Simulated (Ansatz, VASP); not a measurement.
Two plane-wave programs on Ag

File POSCAR:

```
Ag
1.0
    0.0000000000      2.0431000000      2.0431000000
    2.0431000000      0.0000000000      2.0431000000
    2.0431000000      2.0431000000      0.0000000000
Ag
1
Direct
    0.0000000000      0.0000000000      0.0000000000
```

File INCAR.step1:

```
PREC = Accurate
ENCUT = 550
ISMEAR = -1
SIGMA = 0.05
LREAL = False
LASPH = True
NELM = 120
GGA = PE
ALGO = Normal
EDIFF = 1E-5
LWAVE = True
LCHARG = False
GGA_COMPAT = False
IBRION = 2
ISIF = 3
EDIFFG = -0.005
NELMIN = 4
NSW = 100
```

INCAR.step2

```
PREC = Accurate
ENCUT = 550
EDIFF = 1E-7
ISMEAR = -1
SIGMA = 0.05
LREAL = False
LASPH = True
NELM = 120
ALGO = Normal
ISIF = 3
LWAVE = False
LCHARG = False
METAGGA = R2SCAN
LMIXTAU = True
IBRION = 2
NSW = 80
EDIFFG = -0.01
ISTART = 1
GGA_COMPAT = False
NELMIN = 4
```

File KPOINTS:

```
Automatic mesh
0
Gamma
  16 16 16
```

Input for Ansatz:

```yaml
crystal:
  lattice:
    - [0.0, 2.0431, 2.0431]
    - [2.0431, 0.0, 2.0431]
    - [2.0431, 2.0431, 0.0]
  atoms:
    - { symbol: Ag, position: [0.0, 0.0, 0.0] }
basis:
  ecutwfc: 500
  xc_grid: 2
hamiltonian:
  xc: r2scan
  pseudopotentials: { kind: paw, azcp: { folder: soft_1 } }
kpoints:
  mp_grid: { grid: [16, 16, 16] }
scf:
  occupations: { method: fermi_dirac, width: 0.05 }
  max_iter: 150
output:
  forces: true
  stress: true
relax:
  f_tol: 0.01
  max_steps: 60
  cell: {}
checkpoint:
  write: "../r2scan.run"
  compress: false
  write_wavefunctions: false
  write_every: 100000
```

Alike in both runs: task relaxation of cell and atoms; functional r2SCAN; k mesh 16 × 16 × 16; occupations fermi-dirac, width 0.05 eV; no spin polarisation.

|  | VASP | Ansatz |
| --- | --- | --- |
| version | VASP 6.6.1 | Ansatz 0.2.0 |
| potentials or method | VASP PAW PBE potentials, release 64 (Ag), cutoff 550 eV | plane-wave PAW DFT |
| valence electrons in the cell | 11 | 19 |

|  | VASP | Ansatz | Ansatz less VASP |
| --- | --- | --- | --- |
| relaxed volume (Å³/atom) | 17.30 | 17.30 | -0.006 |
| relaxed cell length with the largest relative difference (Å) | 2.903 | 2.903 | -0.0003 |

VASP's potentials were made for PBE, not for r2SCAN. VASP's potentials hold 11 valence electrons a cell and Ansatz's 19, so a difference there can come from the potentials and not from the codes.
